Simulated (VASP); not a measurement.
# W (P6_3/mmc) in VASP: relaxation of cell and atoms with revPBE

Aim: the relaxation of cell and atoms of W with revPBE.

Program: VASP 6.6.1. These are calculated values, not measurements. Logs are shortened: lines on timing, memory, paths and dates and some standing lists are left out, and cuts for length are marked.

## 1. The cell of the first run

The structure is hexagonal, space group P6_3/mmc (No. 194). Conventional cell: a = 2.819 Å, b = 2.819 Å, c = 9.208 Å, α = 90.00°, β = 90.00°, γ = 120.00°. W (site symmetry -3m) has 12 W at 2.82 Å within 3.7 Å. W (site symmetry -6m2) has 12 W at 2.82 Å within 3.7 Å.

## 2. Relaxation of cell and atoms, revPBE

INCAR

```
  ALGO = Normal
  EDIFF = 1E-6
  EDIFFG = -0.01
  ENCUT = 600
  GGA = RE
  IBRION = 2
  ISIF = 3
  ISMEAR = -1
  LASPH = T
  LCHARG = F
  LREAL = F
  LWAVE = F
  NELM = 100
  NSW = 80
  PREC = Accurate
  SIGMA = 0.1
```

KPOINTS

```
k-points
0
Gamma
  13 13 4
```

POSCAR

```
W
1.0
    2.8194054199      0.0000000000      0.0000000000
   -1.4097027100      2.4416767172      0.0000000000
    0.0000000000      0.0000000000      9.2081781015
W
4
Direct
    0.0000000000      0.0000000000      0.0000000000
    0.0000000000      0.0000000000      0.5000000000
    0.3333333333      0.6666666667      0.2500000000
    0.6666666667      0.3333333333      0.7500000000
```

Potentials or basis: VASP PAW PBE potentials, release 64 (W_sv).

The run is started by

```sh
$ cat potpaw_PBE.64/W_sv/POTCAR > POTCAR
$ mpirun -np 1 vasp_std > vasp.out
```

OUTCAR:

```text
EDIFF = 1E-6
   EDIFFG = -0.01
   ENCUT = 600
   GGA = RE
   IBRION = 2
   ISIF = 3
   ISMEAR = -1
   LASPH = T
   LREAL = F
   NELM = 100
   NSW = 80
   PREC = Accurate

 ion  position               nearest neighbor table
   1  0.000  0.000  0.000-   3 2.82   4 2.82   4 2.82   3 2.82   4 2.82   3 2.82
   2  0.000  0.000  0.500-   3 2.82   4 2.82   4 2.82   3 2.82   4 2.82   3 2.82
   3  0.333  0.667  0.250-   1 2.82   2 2.82   1 2.82   2 2.82   1 2.82   2 2.82
   4  0.667  0.333  0.750-   1 2.82   2 2.82   1 2.82   2 2.82   1 2.82   2 2.82

  LATTYP: Found a hexagonal cell.
 ALAT       =     2.8194054199
 C/A-ratio  =     3.2660000000

  Lattice vectors:

 A1 = (   2.8194054199,   0.0000000000,   0.0000000000)
 A2 = (  -1.4097027100,   2.4416767172,   0.0000000000)
 A3 = (   0.0000000000,   0.0000000000,   9.2081781015)

Analysis of symmetry for initial positions (statically):
=====================================================================
 Subroutine PRICEL returns:
 Original cell was already a primitive cell.

 Routine SETGRP: Setting up the symmetry group for a
 hexagonal supercell.

 Subroutine GETGRP returns: Found 24 space group operations
 (whereof 12 operations were pure point group operations)
 out of a pool of 24 trial point group operations.

The static configuration has the point symmetry D_3d.
 The point group associated with its full space group is D_6h.

Analysis of symmetry for dynamics (positions and initial velocities):
=====================================================================
 Subroutine PRICEL returns:
 Original cell was already a primitive cell.

 Routine SETGRP: Setting up the symmetry group for a
 hexagonal supercell.

 Subroutine GETGRP returns: Found 24 space group operations
 (whereof 12 operations were pure point group operations)
 out of a pool of 24 trial point group operations.

The dynamic configuration has the point symmetry D_3d.
 The point group associated with its full space group is D_6h.

 Subroutine INISYM returns: Found 24 space group operations
 (whereof 12 operations are pure point group operations),
 and found     1 'primitive' translations

----------------------------------------------------------------------------------------

                                     Primitive cell

  volume of cell :      63.3898

  direct lattice vectors                    reciprocal lattice vectors
     2.819405420  0.000000000  0.000000000     0.354684712  0.204777314  0.000000000
    -1.409702710  2.441676717  0.000000000     0.000000000  0.409554628  0.000000000
     0.000000000  0.000000000  9.208178101     0.000000000  0.000000000  0.108599116

  length of vectors
     2.819405420  2.819405420  9.208178101     0.409554628  0.409554628  0.108599116

  position of ions in fractional coordinates (direct lattice)
     0.000000000  0.000000000  0.000000000
     0.000000000  0.000000000  0.500000000
     0.333333333  0.666666667  0.250000000
     0.666666667  0.333333333  0.750000000

  ion indices of the primitive-cell ions
   primitive index   ion index
                 1           1
                 2           2
                 3           3
                 4           4

----------------------------------------------------------------------------------------

 KPOINTS: k-points

Automatic generation of k-mesh.
 Grid dimensions read from file:
 generate k-points for:   13   13    4

 Generating k-lattice:

  Cartesian coordinates                     Fractional coordinates (reciprocal lattice)
     0.027283439  0.015752101  0.000000000     0.076923077  0.000000000  0.000000000
     0.000000000  0.031504202  0.000000000     0.000000000  0.076923077  0.000000000
     0.000000000  0.000000000  0.027149779     0.000000000  0.000000000  0.250000000

  Length of vectors
     0.031504202  0.031504202  0.027149779

  Shift w.r.t. Gamma in fractional coordinates (k-lattice)
     0.000000000  0.000000000  0.000000000

 Subroutine IBZKPT returns following result:
 ===========================================

 Found     63 irreducible k-points:

 Following reciprocal coordinates:
            Coordinates               Weight
  0.000000  0.000000  0.000000      1.000000
  0.076923  0.000000  0.000000      6.000000
  0.153846 -0.000000  0.000000      6.000000
  0.230769  0.000000  0.000000      6.000000
  0.307692 -0.000000  0.000000      6.000000
  0.384615  0.000000  0.000000      6.000000
[... 16 lines left out ...]
  0.076923  0.000000  0.250000     12.000000
  0.153846 -0.000000  0.250000     12.000000
 [... further k-points ...]
   k-points           NKPTS =     63   k-points in BZ     NKDIM =     63   number of bands    NBANDS=     33
   number of dos      NEDOS =    301   number of ions     NIONS =      4
   total plane-waves  NPLWV =  46080
   dimension x,y,z NGX =    24 NGY =   24 NGZ =   80
   dimension x,y,z NGXF=    48 NGYF=   48 NGZF=  160
   ions per type =               4
   NGX,Y,Z   is equivalent  to a cutoff of  14.15, 14.15, 14.44 a.u.
   NGXF,Y,Z  is equivalent  to a cutoff of  28.30, 28.30, 28.89 a.u.
 SYSTEM =  unknown system
   PREC   = accura    normal or accurate (medium, high low for compatibility)
   ISTART =      0    job   : 0-new  1-cont  2-samecut
   ICHARG =      2    charge: 1-file 2-atom 10-const
   ISPIN  =      1    spin polarized calculation?
   LNONCOLLINEAR =      F non collinear calculations
   LSORBIT =      F    spin-orbit coupling
   LASPH  =      T    aspherical Exc in radial PAW
   ENCUT  =  600.0 eV  44.10 Ry    6.64 a.u.   5.63  5.63 18.39*2*pi/ulx,y,z
   NELM   =    100;   NELMIN=  2; NELMDL= -5     # of ELM steps
   EDIFF  = 0.1E-05   stopping-criterion for ELM
   LREAL  =      F    real-space projection
   EDIFFG = -.1E-01   stopping-criterion for IOM
   NSW    =     80    number of steps for IOM
   IBRION =      2    ionic relax: 0-MD 1-quasi-New 2-CG
   NFREE  =      1    steps in history (QN), initial steepest desc. (CG)
   ISIF   =      3    stress and relaxation
   ISYM   =      2    0-nonsym 1-usesym 2-fastsym
   POTIM  = 0.5000    time-step for ionic-motion
   TEBEG  =    0.0;   TEEND  =   0.0 temperature during run
   PSTRESS=    0.0 pullay stress
   NELECT =      56.0000    total number of electrons
   NUPDOWN=      -1.0000    fix difference up-down
   EMIN   =  10.00;   EMAX   =-10.00  energy-range for DOS
   EFERMI =   0.00;   METHOD = LEGACY
   ISMEAR =    -1;   SIGMA  =   0.10  broadening in eV -4-tet -1-fermi 0-gaus
   EFERMI_NEDOS =   21; number of points for ismear=-14 and -15
   IALGO  =     38    algorithm
   IMIX   =      4    mixing-type and parameters
     AMIX     =   0.40;   BMIX     =  1.00
     AMIX_MAG =   1.60;   BMIX_MAG =  1.00
  volume/ion in A,a.u.               =      15.85       106.94
  Fermi-wavevector in a.u.,A,eV,Ry     =   1.570837  2.968451 33.572756  2.467528
  Thomas-Fermi vector in A             =   2.672510
   LORBIT       =      0    0 simple, 1 ext, 2 COOP (PROOUT), +10 PAW based schemes
   GGA     = RE    functional components
   LHFCALC =     F    Hartree Fock is set to
   AEXX    =    0.0000 exact exchange contribution
   IVDW    =     0    specifies the selected vdW correction
   LEPSILON=     F    determine dielectric tensor
   LRPA    =     F    only Hartree local field effects (RPA)
 conjugate gradient relaxation of ions
 non-spin polarized calculation
  energy-cutoff  :      600.00
  volume of cell :       63.39
 maximum number of plane-waves:      2149
 NGX is ok and might be reduce to    24
   NGX = 11   NGY = 11   NGZ = 37

--------------------------------------- Ionic step        1  -------------------------------------------

 number of electron      56.0000007 magnetization

 Free energy of the ion-electron system (eV)
  ---------------------------------------------------
  ext. energy  EPLUGINS =         0.00000000
  ---------------------------------------------------
  free energy    TOTEN  =       -47.91246172 eV

  energy without entropy =      -47.73300692  energy(sigma->0) =      -47.82273432

------------------------ aborting loop because EDIFF is reached ----------------------------------------

  FORCE on cell =-STRESS in cart. coord.  units (eV):
  Direction    XX          YY          ZZ          XY          YZ          ZX
  --------------------------------------------------------------------------------------
  -------------------------------------------------------------------------------------
  Total        4.2880892      4.2880892      8.4315693     -0.0000000      0.0000000      0.0000000
  in kB      108.3814571    108.3814571    213.1079228     -0.0000000      0.0000000      0.0000000
  external PRESSURE =     143.2902790 kB  Pullay stress =       0.0000000 kB
[... 23 lines left out ...]
  energy  without entropy=      -47.7330069221  energy(sigma->0) =      -47.82273432

--------------------------------------- Ionic step        2  -------------------------------------------

 number of electron      55.9999999 magnetization

 E-fermi :   8.5244     XC(G=0): -12.5035

 val. band max:        8.5184611591   @ k =   0.3846   0.0769   0.5000
 cond. band min:       8.5313331739   @ k =   0.3077   0.0769   0.2500
 fundamental gap:      0.0128720148
 Fermi energy:         8.5244160833

 k-point     1 :       0.0000    0.0000    0.0000
  band No.  band energies     occupation
      1     -65.5576      2.00000
      2     -65.5451      2.00000
      3     -65.5263      2.00000
      4     -65.5138      2.00000
      5     -29.9808      2.00000
      6     -29.7084      2.00000
[... 1118 lines left out ...]
  energy  without entropy=      -48.0677301583  energy(sigma->0) =      -48.13360906

--------------------------------------- Ionic step        9  -------------------------------------------

 number of electron      56.0000010 magnetization

 Free energy of the ion-electron system (eV)
  ---------------------------------------------------
  ext. energy  EPLUGINS =         0.00000000
  ---------------------------------------------------
  free energy    TOTEN  =       -48.20918931 eV

  energy without entropy =      -48.07630913  energy(sigma->0) =      -48.14274922

 E-fermi :  10.4306     XC(G=0): -13.2991

 val. band max:       10.4266190778   @ k =   0.4615   0.0769   0.2500
 cond. band min:      10.4409461199   @ k =   0.3077   0.0769   0.0000
 fundamental gap:      0.0143270421
 Fermi energy:        10.4305865296

 k-point     1 :       0.0000    0.0000    0.0000
  band No.  band energies     occupation
      1     -63.3970      2.00000
      2     -63.3751      2.00000
      3     -63.3424      2.00000
      4     -63.3204      2.00000
      5     -28.0856      2.00000
      6     -27.6691      2.00000
[... 886 lines left out ...]
  FREE ENERGIE OF THE ION-ELECTRON SYSTEM (eV)
  ---------------------------------------------------
  free  energy   TOTEN  =       -48.2091893099 eV

  energy  without entropy=      -48.0763091260  energy(sigma->0) =      -48.14274922

 reached required accuracy - stopping structural energy minimisation
```

Run time: 24 min. Hardware: 1 thread of Oxide Virtual Turin-like, shared host; peak memory 0.25 GiB.

Results:

* Free energy: -48.2092 eV
* Relaxed volume: 16.68 Å³/atom
* Relaxed cell: a = 2.795 Å, b = 2.795 Å, c = 9.859 Å, α = 90.00°, β = 90.00°, γ = 120.00°
* Space group after relaxing (to 0.05 Å): P6_3/mmc (No. 194)
* Energy gained by relaxing: 74.2 meV/atom
* Ionic steps: 9
* Pressure after relaxing: 0.0 GPa
* Band gap on the k mesh: zero (band 28 reaches 11.68 eV, above the bottom of band 29 at 10.08 eV)

Step by step:
| step | energy change (eV) | largest force (eV/Å) | pressure (GPa) | volume (Å³) |
| --- | --- | --- | --- | --- |
| 1 | 0.0000 | 0.0000 | 14.33 | 63.39 |
| 2 | 0.8879 | 0.0000 | -30.21 | 77.25 |
| 3 | -0.1672 | 0.0000 | -2.57 | 67.10 |
| 4 | -0.1677 | 0.0000 | -1.82 | 66.91 |
| 5 | -0.2907 | 0.0000 | -1.57 | 67.03 |
| 6 | -0.2953 | 0.0000 | -1.33 | 67.04 |
| 7 | -0.2954 | 0.0000 | -1.31 | 67.04 |
| 8 | -0.2870 | 0.0000 | 3.68 | 65.86 |
| 9 | -0.2967 | 0.0000 | 0.00 | 66.72 |

Final structure:
```
W
1.0
     2.79536    0.00000    0.00000
    -1.39768    2.42086    0.00000
     0.00000    0.00000    9.85940
W
4
Direct
  0.00000 0.00000 0.00000
  0.00000 0.00000 0.50000
  0.33333 0.66667 0.25000
  0.66667 0.33333 0.75000
```

Levels at points of the mesh, in eV from the Fermi level:
| k point | band 25 | band 26 | band 27 | band 28 | band 29 | band 30 | band 31 | band 32 |
| --- | --- | --- | --- | --- | --- | --- | --- | --- |
| (0.00, 0.00, 0.00) | -0.55 | -0.41 | -0.41 | -0.27 | -0.15 | -0.15 | 0.03 | 0.03 |
| (0.00, 0.00, 0.50) | -0.44 | -0.44 | -0.44 | -0.44 | -0.13 | -0.13 | -0.13 | -0.13 |

Caveat: the PAW data sets were made with another functional, which shifts forces and pressure a little; spin-orbit coupling is left out, which moves the levels of the heavy elements.
